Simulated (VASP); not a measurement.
# NbAs2 in VASP: notebook

The runs below take NbAs2 through single point, with PBEsol.

Program: VASP 6.6.1. These are calculated values, not measurements. Logs are shortened: lines on timing, memory, paths and dates and some standing lists are left out, and cuts for length are marked.

### 1 The cell of the first run

The cell holds a slab with vacuum, 12 atoms: a = 3.361 Å, b = 4.960 Å, c = 30.163 Å, α = 90.00°, β = 90.00°, γ = 109.81°.

### 2 Single point, PBEsol

INCAR

```
SYSTEM = NbAs2
PREC = Accurate
ENCUT = 400
EDIFF = 1E-6
ISMEAR = 0
SIGMA = 0.1
LREAL = .FALSE.
LASPH = .TRUE.
NELM = 120
ALGO = Normal
ISIF = 2
LWAVE = .FALSE.
LCHARG = .TRUE.
LDIPOL = .TRUE.
IDIPOL = 3
DIPOL = 0.5 0.5 0.499
GGA = PS
LELF = .TRUE.
LVHAR = .TRUE.
LVACPOTAV = .TRUE.
NBANDS = 58
ISYM = 0
GGA_COMPAT = .FALSE.
NELMDL = -8
```

KPOINTS

```
regular mesh
0
G
  9 6 1
  0 0 0
```

POSCAR

```
NbAs2
1.0
    3.3614136302      0.0000000000      0.0000000000
   -1.6807068151      4.6665806838      0.0000000000
    0.0000000000      0.0000000000     30.1627050360
As Nb
8 4
Direct
    0.0746752990      0.1493505979      0.2818049638
    0.7695803228      0.5391606456      0.3634260003
    0.0476396083      0.0952792166      0.4120253966
    0.7425446321      0.4850892643      0.4936464331
    0.4823434612      0.9650646831      0.5067415005
    0.1771752496      0.3537063953      0.5886983387
    0.4497158790      0.9001638784      0.6384255859
    0.0617885720      0.1249728065      0.7020462255
    0.4855068744      0.9710137487      0.3438004455
    0.3317130568      0.6634261135      0.4316509514
    0.8923786072      0.7842271194      0.5685210060
    0.7328720433      0.4661673710      0.6569872739
```

Potentials or basis: VASP PAW PBE potentials, release 64 (As, Nb_sv).

Started as:

```console
$ cat potpaw_PBE.64/As/POTCAR potpaw_PBE.64/Nb_sv/POTCAR > POTCAR
$ mpirun -np 1 vasp_std > vasp.out
```

OUTCAR:

```text
SYSTEM = NbAs2
   PREC = Accurate
   ENCUT = 400
   EDIFF = 1E-6
   ISMEAR = 0
   LREAL = .FALSE.
   LASPH = .TRUE.
   NELM = 120
   ISIF = 2
   GGA = PS
   ISYM = 0
   NELMDL = -8

 ion  position               nearest neighbor table
   1  0.075  0.149  0.282-   9 2.65   9 2.65
   2  0.770  0.539  0.363-   9 2.69   9 2.69   9 2.72  10 2.72  10 2.72
   3  0.048  0.095  0.412-  10 2.69  10 2.69  10 2.72   9 2.72   9 2.72
   4  0.743  0.485  0.494-   5 2.46  10 2.65  10 2.65  11 2.66   5 2.83   5 2.83
   5  0.482  0.965  0.507-   4 2.46  11 2.65  11 2.65  10 2.67   4 2.83   4 2.83
   6  0.177  0.354  0.589-  11 2.69  11 2.69  12 2.71  12 2.71  11 2.73
   7  0.450  0.900  0.638-  12 2.69  12 2.69  12 2.70  11 2.75  11 2.75   8 2.76   8 2.76
   8  0.062  0.125  0.702-  12 2.68  12 2.69   7 2.76   7 2.76
   9  0.486  0.971  0.344-   1 2.65   1 2.65   2 2.69   2 2.69   2 2.72   3 2.72   3 2.72  10 3.01

  10  0.332  0.663  0.432-   4 2.65   4 2.65   5 2.67   3 2.69   3 2.69   3 2.72   2 2.72   2 2.72
                             9 3.01
  11  0.892  0.784  0.569-   5 2.65   5 2.65   4 2.66   6 2.69   6 2.69   6 2.73   7 2.75   7 2.75

  12  0.733  0.466  0.657-   8 2.68   8 2.69   7 2.69   7 2.69   7 2.70   6 2.71   6 2.71

IMPORTANT INFORMATION: All symmetrisations will be switched off!
NOSYMM: (Re-)initialisation of all symmetry stuff for point group C_1.

----------------------------------------------------------------------------------------

                                     Primitive cell

  volume of cell :     473.1415

  direct lattice vectors                    reciprocal lattice vectors
     3.361413630  0.000000000  0.000000000     0.297493885  0.107144831  0.000000000
    -1.680706815  4.666580684  0.000000000     0.000000000  0.214289663  0.000000000
     0.000000000  0.000000000 30.162705036     0.000000000  0.000000000  0.033153525

  length of vectors
     3.361413630  4.960015189 30.162705036     0.316200295  0.214289663  0.033153525

  position of ions in fractional coordinates (direct lattice)
     0.074675299  0.149350598  0.281804964
     0.769580323  0.539160646  0.363426000
     0.047639608  0.095279217  0.412025397
     0.742544632  0.485089264  0.493646433
     0.482343461  0.965064683  0.506741500
     0.177175250  0.353706395  0.588698339
     0.449715879  0.900163878  0.638425586
     0.061788572  0.124972806  0.702046225
     0.485506874  0.971013749  0.343800446
     0.331713057  0.663426114  0.431650951
     0.892378607  0.784227119  0.568521006
     0.732872043  0.466167371  0.656987274

  ion indices of the primitive-cell ions
   primitive index   ion index
                 1           1
                 2           2
                 3           3
                 4           4
                 5           5
                 6           6
                 7           7
                 8           8
                 9           9
                10          10
                11          11
                12          12

----------------------------------------------------------------------------------------

 KPOINTS: regular mesh

Automatic generation of k-mesh.
 Grid dimensions read from file:
 generate k-points for:    9    6    1

 Generating k-lattice:

  Cartesian coordinates                     Fractional coordinates (reciprocal lattice)
     0.033054876  0.011904981  0.000000000     0.111111111  0.000000000  0.000000000
     0.000000000  0.035714944  0.000000000     0.000000000  0.166666667  0.000000000
     0.000000000  0.000000000  0.033153525     0.000000000  0.000000000  1.000000000

  Length of vectors
     0.035133366  0.035714944  0.033153525

  Shift w.r.t. Gamma in fractional coordinates (k-lattice)
     0.000000000  0.000000000  0.000000000

 -----------------------------------------------------------------------------
|                                                                             |
|           W    W    AA    RRRRR   N    N  II  N    N   GGGG   !!!           |
|           W    W   A  A   R    R  NN   N  II  NN   N  G    G  !!!           |
|           W    W  A    A  R    R  N N  N  II  N N  N  G       !!!           |
|           W WW W  AAAAAA  RRRRR   N  N N  II  N  N N  G  GGG   !            |
|           WW  WW  A    A  R   R   N   NN  II  N   NN  G    G                |
[... 11 lines left out ...]

 WARNING: IBZKPT: internal override: KBLOWUP is changed to .FALSE.
      ... skipping the blow-up phase ...

 Subroutine IBZKPT returns following result:
 ===========================================

 Found     28 irreducible k-points:

 Following reciprocal coordinates:
            Coordinates               Weight
  0.000000  0.000000  0.000000      1.000000
  0.111111  0.000000  0.000000      2.000000
  0.222222 -0.000000  0.000000      2.000000
  0.333333 -0.000000  0.000000      2.000000
  0.444444 -0.000000  0.000000      2.000000
  0.000000  0.166667  0.000000      2.000000
[... 16 lines left out ...]
 -0.111111  0.333333  0.000000      2.000000
  0.000000  0.500000  0.000000      1.000000
 [... further k-points ...]
   k-points           NKPTS =     28   k-points in BZ     NKDIM =     28   number of bands    NBANDS=     58
   number of dos      NEDOS =    301   number of ions     NIONS =     12
   total plane-waves  NPLWV = 153600
   dimension x,y,z NGX =    24 NGY =   32 NGZ =  200
   dimension x,y,z NGXF=    48 NGYF=   64 NGZF=  400
   ions per type =               8   4
   NGX,Y,Z   is equivalent  to a cutoff of  11.87, 10.73, 11.02 a.u.
   NGXF,Y,Z  is equivalent  to a cutoff of  23.74, 21.45, 22.05 a.u.
 SYSTEM =  NbAs2
   PREC   = accura    normal or accurate (medium, high low for compatibility)
   ISTART =      0    job   : 0-new  1-cont  2-samecut
   ICHARG =      2    charge: 1-file 2-atom 10-const
   ISPIN  =      1    spin polarized calculation?
   LNONCOLLINEAR =      F non collinear calculations
   LSORBIT =      F    spin-orbit coupling
   LASPH  =      T    aspherical Exc in radial PAW
   ENCUT  =  400.0 eV  29.40 Ry    5.42 a.u.   5.48  8.09 49.19*2*pi/ulx,y,z
   NELM   =    120;   NELMIN=  2; NELMDL= -8     # of ELM steps
   EDIFF  = 0.1E-05   stopping-criterion for ELM
   LREAL  =      F    real-space projection
   EDIFFG = 0.1E-04   stopping-criterion for IOM
   NSW    =      0    number of steps for IOM
   IBRION =     -1    ionic relax: 0-MD 1-quasi-New 2-CG
   NFREE  =      0    steps in history (QN), initial steepest desc. (CG)
   ISIF   =      2    stress and relaxation
   ISYM   =      0    0-nonsym 1-usesym 2-fastsym
   POTIM  = 0.5000    time-step for ionic-motion
   TEBEG  =    0.0;   TEEND  =   0.0 temperature during run
   PSTRESS=    0.0 pullay stress
   NELECT =      92.0000    total number of electrons
   NUPDOWN=      -1.0000    fix difference up-down
   EMIN   =  10.00;   EMAX   =-10.00  energy-range for DOS
   EFERMI =   0.00;   METHOD = LEGACY
   ISMEAR =     0;   SIGMA  =   0.10  broadening in eV -4-tet -1-fermi 0-gaus
   EFERMI_NEDOS =   21; number of points for ismear=-14 and -15
   IALGO  =     38    algorithm
   IMIX   =      4    mixing-type and parameters
     AMIX     =   0.40;   BMIX     =  1.00
     AMIX_MAG =   1.60;   BMIX_MAG =  1.00
  volume/ion in A,a.u.               =      39.43       266.08
  Fermi-wavevector in a.u.,A,eV,Ry     =   0.948434  1.792280 12.238808  0.899527
  Thomas-Fermi vector in A             =   2.076622
   LORBIT       =      0    0 simple, 1 ext, 2 COOP (PROOUT), +10 PAW based schemes
   GGA     = PS    functional components
   LHFCALC =     F    Hartree Fock is set to
   AEXX    =    0.0000 exact exchange contribution
   IVDW    =     0    specifies the selected vdW correction
   LEPSILON=     F    determine dielectric tensor
   LRPA    =     F    only Hartree local field effects (RPA)
 non-spin polarized calculation
 Gauss-broadening in eV      SIGMA  =   0.10
  energy-cutoff  :      400.00
  volume of cell :      473.14
 maximum number of plane-waves:      8666
 NGX is ok and might be reduce to    24
   NGX = 11   NGY = 17   NGZ = 99

 dipolmoment           0.000000      0.000000      0.005286 electrons x Angstroem

 number of electron      91.9999999 magnetization

 dipolmoment           0.000000      0.000000     -0.063802 electrons x Angstroem

 Free energy of the ion-electron system (eV)
  ---------------------------------------------------
  ext. energy  EPLUGINS =         0.00000000
  ---------------------------------------------------
  free energy    TOTEN  =       -88.33449294 eV

  energy without entropy =      -88.29577484  energy(sigma->0) =      -88.31513389

 E-fermi :   0.8471     XC(G=0):  -5.8510

 val. band max:        0.8455811326   @ k =   0.1111   0.3333   0.0000
 cond. band min:       0.8641629454   @ k =   0.4444  -0.0000   0.0000
 fundamental gap:      0.0185818128
 Fermi energy:         0.8470747124

 k-point     1 :       0.0000    0.0000    0.0000
  band No.  band energies     occupation
      1     -54.2210      2.00000
      2     -53.9997      2.00000
      3     -53.8328      2.00000
      4     -53.7880      2.00000
      5     -30.4472      2.00000
      6     -30.3791      2.00000
[... 1453 lines left out ...]
     57       3.6994      0.00000
     58       4.0260      0.00000

 [... further k-points ...]

------------------------ aborting loop because EDIFF is reached ----------------------------------------

  FORCE on cell =-STRESS in cart. coord.  units (eV):
  Direction    XX          YY          ZZ          XY          YZ          ZX
  --------------------------------------------------------------------------------------
  -------------------------------------------------------------------------------------
  Total       -7.2792797     -5.5660597     -1.0718708     -0.0581271      0.0502277      0.0211509
  in kB      -24.6494915    -18.8480933     -3.6296271     -0.1968331      0.1700838      0.0716223
  external PRESSURE =     -15.7090706 kB  Pullay stress =       0.0000000 kB

 VOLUME and BASIS-vectors are now :
 -----------------------------------------------------------------------------
  energy-cutoff  :      400.00
  volume of cell :      473.14
      direct lattice vectors                 reciprocal lattice vectors
     3.361413630  0.000000000  0.000000000     0.297493885  0.107144831  0.000000000
    -1.680706815  4.666580684  0.000000000     0.000000000  0.214289663  0.000000000
     0.000000000  0.000000000 30.162705036     0.000000000  0.000000000  0.033153525

 POSITION                                       TOTAL-FORCE (eV/Angst)
 -----------------------------------------------------------------------------------
      0.00000      0.69696      8.50000        -0.002725      0.000443      0.612706
      1.68071      2.51604     10.96191        -0.004239     -0.237520     -0.094935
      0.00000      0.44463     12.42780         0.000008      0.088539     -0.071704
      1.68071      2.26371     14.88971         0.001358     -0.006172     -0.025390
     -0.00063      4.50355     15.28469         0.000299     -0.020009      0.002388
      0.00108      1.65060     17.75673         0.000410     -0.010509     -0.013062
     -0.00123      4.20069     19.25664        -0.000510     -0.005169     -0.009876
     -0.00235      0.58320     21.17561        -0.000051      0.001135      0.020534
      0.00000      4.53131     10.36995         0.000898      0.125997     -0.618369
      0.00000      3.09593     13.01976         0.004400      0.050775      0.172058
      1.68160      3.65966     17.14813        -0.000171      0.005493      0.005724
      1.68000      2.17541     19.81651         0.000323      0.006998      0.019926
 -----------------------------------------------------------------------------------
    total drift:                               -0.000009      0.000750      0.000602

  FREE ENERGIE OF THE ION-ELECTRON SYSTEM (eV)
  ---------------------------------------------------
  free  energy   TOTEN  =       -88.3344929359 eV

  energy  without entropy=      -88.2957748439  energy(sigma->0) =      -88.31513389

 vacuum level on the upper side and lower side of the slab         5.720         6.456
```

Wall time 16 min (1 thread of Intel Xeon Platinum 8488C (Sapphire Rapids), shared host); peak memory 0.63 GiB.

What came out:

| Item | Value |
| --- | --- |
| Free energy | -88.3345 eV |
| Largest force | 0.631 eV/Å |
| Band gap on the k mesh | zero (bands 46 and 47 overlap by 0.68 eV) |

Forces on the atoms (eV/Å):
```
As  -0.003  0.000  0.613
As  -0.004 -0.238 -0.095
As   0.000  0.089 -0.072
As   0.001 -0.006 -0.025
As   0.000 -0.020  0.002
As   0.000 -0.011 -0.013
As  -0.001 -0.005 -0.010
As   0.000  0.001  0.021
Nb   0.001  0.126 -0.618
Nb   0.004  0.051  0.172
Nb   0.000  0.005  0.006
Nb   0.000  0.007  0.020
```

Caveat: the PAW data sets were made with another functional, which shifts forces and pressure a little.

### 3 Single point, PBEsol

This run uses another cell than the first one.

INCAR

```
SYSTEM = NbAs2
PREC = Accurate
ENCUT = 520
EDIFF = 1E-6
ISMEAR = 0
SIGMA = 0.1
LREAL = .FALSE.
LASPH = .TRUE.
NELM = 100
ALGO = Fast
ISIF = 2
LWAVE = .FALSE.
LCHARG = .FALSE.
LDIPOL = .TRUE.
IDIPOL = 3
DIPOL = 0.5 0.5 0.500
GGA = PS
NBANDS = 58
ISYM = 0
```

KPOINTS

```
Automatic mesh
0
G
  11 8 1
  0 0 0
```

POSCAR

```
NbAs2
1.0
    3.3614136327      0.0000000000      0.0000000000
   -1.6807068163      4.6665806814      0.0000000000
    0.0000000000      0.0000000000     26.6760351368
As Nb
8 4
Direct
    0.3339346668      0.6678693337      0.2811512266
    0.0746752993      0.1493505986      0.2955192361
    0.7695803234      0.5391606469      0.3878084852
    0.0476396089      0.0952792178      0.4427600268
    0.7425446330      0.4850892660      0.5350492759
    0.4832852655      0.9665705310      0.5494172853
    0.1781902896      0.3563805792      0.6417065345
    0.4562495750      0.9124991501      0.6966580760
    0.4855068750      0.9710137499      0.3656177878
    0.3317130574      0.6634261147      0.4649507241
    0.8941168411      0.7882336823      0.6195158371
    0.7403230235      0.4806460470      0.7188487734
```

Potentials or basis: VASP PAW PBE potentials, release 64 (As, Nb_sv).

Started as:

```console
$ cat potpaw_PBE.64/As/POTCAR potpaw_PBE.64/Nb_sv/POTCAR > POTCAR
$ mpirun -np 1 vasp_std > vasp.out
```

Wall time 1.5 h (1 thread of Oxide Virtual Turin-like, shared host); peak memory 1 GiB.

It converged, with:

- Free energy: -87.5413 eV
- Largest force: 1.501 eV/Å
- Band gap on the k mesh: zero (bands 46 and 47 overlap by 0.32 eV)

Forces in eV/Å, atoms in the order of the input:
```
As   0.003  1.331 -0.693
As  -0.008 -1.144  0.506
As   0.000 -0.261 -0.150
As   0.001  0.143  0.018
As  -0.001  0.073 -0.028
As   0.000 -0.039 -0.133
As   0.003  0.130  0.421
As  -0.001 -0.033  0.442
Nb   0.005 -0.004  0.087
Nb   0.000 -0.045  0.180
Nb   0.002 -0.151  0.782
Nb  -0.004 -0.001 -1.430
```

Levels at points of the mesh, in eV from the Fermi level:
```
           k point  band 43  band 44  band 45  band 46  band 47  band 48  band 49  band 50
(0.00, 0.00, 0.00)    -0.56    -0.53    -0.09     0.03     0.23     0.72     0.86     0.92
(0.00, 0.50, 0.00)    -0.33    -0.07    -0.02     0.19     0.59     0.63     0.85     0.99
```

Caveat: the PAW data sets were made with another functional, which shifts forces and pressure a little.
